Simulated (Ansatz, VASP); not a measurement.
**Al in VASP and in Ansatz**

```
CELL_PARAMETERS angstrom
2.93472 0.00000 0.00000
-1.46736 2.54154 0.00000
0.00000 0.00000 4.72110
ATOMIC_POSITIONS crystal
Al 0.33333 0.66667 0.25000
Al 0.66667 0.33333 0.75000
```

Alike in both runs: task single point; functional RPBE; k mesh 14 × 14 × 8; occupations fermi-dirac, width 0.1 eV; no spin polarisation.

```csv
,VASP,Ansatz
version,VASP 6.6.1,Ansatz 0.2.0
potentials or method,"VASP PAW PBE potentials, release 64 (Al), cutoff 520 eV","plane waves (420 eV) with PAW, scalar-relativistic"
valence electrons in the cell,6,6
```

```csv
,VASP,Ansatz,Ansatz less VASP
pressure (GPa),-2.7,-2.6,+0.16
"traceless stress, the component that is largest in VASP (GPa)",0.95,0.96,+0.011
```

VASP's potentials were made for PBE, not for RPBE.
